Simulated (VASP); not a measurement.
# MgS in VASP: a series of runs, part 2 of 2

VASP 6.6.1.

**4. Single point, r2SCAN (uniaxial x strain -0.3%)**

Contents of POSCAR:

```
MgS
1.0
    0.0000000000      2.6015179373      2.6015179373
    2.5924126245      0.0000000000      2.6015179373
    2.5924126245      2.6015179373      0.0000000000
Mg S
1 1
Direct
    0.0000000000      0.0000000000      0.0000000000
    0.5000000000      0.5000000000      0.5000000000
```

Contents of INCAR.step1:

```
PREC = Accurate
ENCUT = 520
ISMEAR = 0
SIGMA = 0.01
LREAL = False
LASPH = True
NELM = 100
NBANDS = 11
GGA = PE
ALGO = Normal
EDIFF = 1E-4
LWAVE = True
LCHARG = False
```

Contents of INCAR.step2:

```
PREC = Accurate
ENCUT = 520
EDIFF = 1E-6
ISMEAR = 0
SIGMA = 0.01
LREAL = False
LASPH = True
NELM = 100
ALGO = Normal
ISIF = 2
LWAVE = False
LCHARG = True
METAGGA = R2SCAN
LMIXTAU = True
LELF = True
LVHAR = True
NBANDS = 11
ISTART = 1
```

Contents of KPOINTS:

```
Automatic mesh
0
Gamma
  8 8 8
```

Potentials or basis: VASP PAW PBE potentials, release 64 (Mg, S).

Run with:

```bash
> cat potpaw_PBE.64/Mg/POTCAR potpaw_PBE.64/S/POTCAR > POTCAR
> cp INCAR.step1 INCAR
> mpirun -np 1 vasp_std > vasp.out
> cp INCAR.step2 INCAR
> mpirun -np 1 vasp_std > vasp.out
```

OUTCAR:

```text
PREC = Accurate
   ENCUT = 520
   EDIFF = 1E-6
   ISMEAR = 0
   LREAL = False
   LASPH = True
   NELM = 100
   ISIF = 2
   METAGGA = R2SCAN
   ISTART = 1

 ion  position               nearest neighbor table
   1  0.000  0.000  0.000-   2 2.59   2 2.59   2 2.60   2 2.60   2 2.60   2 2.60
   2  0.500  0.500  0.500-   1 2.59   1 2.59   1 2.60   1 2.60   1 2.60   1 2.60

  LATTYP: Found a body centered tetragonal cell.
 ALAT       =     3.6791019497
 C/A-ratio  =     1.4092638149

  Lattice vectors:
[... 523 lines left out ...]

------------------------ aborting loop because EDIFF is reached ----------------------------------------

  FORCE on cell =-STRESS in cart. coord.  units (eV):
  Direction    XX          YY          ZZ          XY          YZ          ZX
  --------------------------------------------------------------------------------------
  -------------------------------------------------------------------------------------
  Total        0.0148384     -0.0681790     -0.0681790      0.0000000      0.0000000     -0.0000000
  in kB        0.6775015     -3.1129606     -3.1129606      0.0000000      0.0000000     -0.0000000
  external PRESSURE =      -1.8494733 kB  Pullay stress =       0.0000000 kB

 VOLUME and BASIS-vectors are now :
 -----------------------------------------------------------------------------
  energy-cutoff  :      520.00
  volume of cell :       35.09
      direct lattice vectors                 reciprocal lattice vectors
     0.000000000  2.601517937  2.601517937    -0.192870531  0.192195484  0.192195484
     2.592412625  0.000000000  2.601517937     0.192870531 -0.192195484  0.192195484
     2.592412625  2.601517937  0.000000000     0.192870531  0.192195484 -0.192195484

 POSITION                                       TOTAL-FORCE (eV/Angst)
 -----------------------------------------------------------------------------------
      0.00000      0.00000      0.00000         0.000000     -0.000000     -0.000000
      2.59241      2.60152      2.60152        -0.000000      0.000000      0.000000
 -----------------------------------------------------------------------------------
    total drift:                                0.000000      0.000000      0.000000

  FREE ENERGIE OF THE ION-ELECTRON SYSTEM (eV)
  ---------------------------------------------------
  free  energy   TOTEN  =       -15.5106572406 eV

  energy  without entropy=      -15.5106572406  energy(sigma->0) =      -15.51065724
```

OSZICAR.step1:

```text
N       E                     dE             d eps       ncg     rms          rms(c)
DAV:   1     0.218830659228E+02    0.21883E+02   -0.35448E+03  1354   0.590E+02
DAV:   2    -0.750740197037E+01   -0.29390E+02   -0.27709E+02  1633   0.101E+02
DAV:   3    -0.889638314175E+01   -0.13890E+01   -0.13865E+01  1558   0.228E+01
DAV:   4    -0.890496851836E+01   -0.85854E-02   -0.85846E-02  1567   0.216E+00
DAV:   5    -0.890504350127E+01   -0.74983E-04   -0.74982E-04  1609   0.205E-01    0.443E+00
DAV:   6    -0.854117735128E+01    0.36387E+00   -0.78386E-01  1466   0.349E+00    0.347E+00
DAV:   7    -0.850110822751E+01    0.40069E-01   -0.21766E-01  1587   0.202E+00    0.228E+00
DAV:   8    -0.850121877559E+01   -0.11055E-03   -0.14676E-02  1436   0.736E-01    0.100E+00
DAV:   9    -0.850093520798E+01    0.28357E-03   -0.77772E-04  1514   0.162E-01    0.353E-01
DAV:  10    -0.850095115858E+01   -0.15951E-04   -0.22308E-04  1206   0.693E-02
   1 F= -.85009512E+01 E0= -.85009512E+01  d E =-.760266E-32
```

It took 50 s on 1 thread of Intel Xeon 6975P-C (Granite Rapids), shared host; peak memory 0.17 GiB.

What came out:

* Free energy: -15.5107 eV
* Pressure: -0.2 GPa
* Band gap on the k mesh: 3.42 eV (least direct gap 4.64 eV)

Caveat: the cell differs from its parent crystal (uniaxial x strain -0.3%); the PAW data sets were made with another functional, which shifts forces and pressure a little. A k mesh can miss the band edges.

**5. Single point, r2SCAN (strain along [111] -0.3%)**

Contents of POSCAR:

```
MgS
1.0
   -0.0058967740      2.5956211633      2.5956211633
    2.5956211633     -0.0058967740      2.5956211633
    2.5956211633      2.5956211633     -0.0058967740
Mg S
1 1
Direct
    0.0000000000      0.0000000000      0.0000000000
    0.5000000000      0.5000000000      0.5000000000
```

Contents of INCAR.step1:

```
  PREC = Accurate
  ENCUT = 520
  ISMEAR = 0
  SIGMA = 0.01
  LREAL = False
  LASPH = True
  NELM = 100
  NBANDS = 11
  GGA = PE
  ALGO = Normal
  EDIFF = 1E-4
  LWAVE = True
  LCHARG = False
```

Contents of INCAR.step2:

```
  PREC = Accurate
  ENCUT = 520
  EDIFF = 1E-6
  ISMEAR = 0
  SIGMA = 0.01
  LREAL = False
  LASPH = True
  NELM = 100
  ALGO = Normal
  ISIF = 2
  LWAVE = False
  LCHARG = False
  METAGGA = R2SCAN
  LMIXTAU = True
  NBANDS = 11
  ISTART = 1
```

KPOINTS is that of step 4.

Run with:

```bash
> cat potpaw_PBE.64/Mg/POTCAR potpaw_PBE.64/S/POTCAR > POTCAR
> cp INCAR.step1 INCAR
> mpirun -np 1 vasp_std > vasp.out
> cp INCAR.step2 INCAR
> mpirun -np 1 vasp_std > vasp.out
```

Run time: 32 s. Hardware: 1 thread of Intel Xeon 6975P-C (Granite Rapids), shared host; peak memory 0.18 GiB.

The run converged. Its results:

```
Free energy            : -15.5106 eV
Pressure               : -0.1 GPa
Band gap on the k mesh : 3.42 eV (least direct gap 4.63 eV)
```

Stress tensor (GPa, compression positive):
```
-0.13  0.14  0.14
 0.14 -0.13  0.14
 0.14  0.14 -0.13
```

Levels at points of the mesh, in eV from the valence-band top:
```
           k point  band 2  band 3  band 4  band 5  band 6  band 7
(0.00, 0.00, 0.00)   -0.03   -0.03    0.00    4.63    8.49    8.49
(0.50, 0.00, 0.00)   -4.92   -0.65   -0.63    5.21    7.48    7.51
(0.50, 0.50, 0.00)   -4.31   -1.77   -1.74    3.42    4.90   13.16
(0.50, 0.50, 0.50)   -4.90   -0.66   -0.66    5.18    7.46    7.46
```

Caveat: the cell differs from its parent crystal (strain along [111] -0.3%); the PAW data sets were made with another functional, which shifts forces and pressure a little.

**6. The runs side by side**

| level | cell | smearing | gap on the mesh (eV) | pressure (GPa) |
| --- | --- | --- | --- | --- |
| PBE | a = 3.679, b = 3.673, c = 3.673 Å, angles 60.1, 59.9, 59.9°, 2 atoms | fermi-dirac 0.02 eV | 2.77 | 1.2 |
| PBE | a = 3.671 Å, angles 60.2°, 2 atoms | fermi-dirac 0.02 eV | 2.76 | 1.1 |
| r2SCAN | a = 3.679, b = 3.673, c = 3.673 Å, angles 60.1, 59.9, 59.9°, 2 atoms | gaussian 0.01 eV | 3.42 | -0.2 |
| r2SCAN | a = 3.671 Å, angles 60.2°, 2 atoms | gaussian 0.01 eV | 3.42 | -0.1 |

Alike in all rows: task single point; potentials or basis VASP PAW PBE potentials, release 64 (Mg, S); no spin polarisation; k mesh 8 × 8 × 8; cutoff (eV) 520.

Caveats: the PAW data sets were made with another functional, which shifts forces and pressure a little (at least some runs).

Total energies depend on the potentials used, so only differences within one code and one set of settings carry meaning.
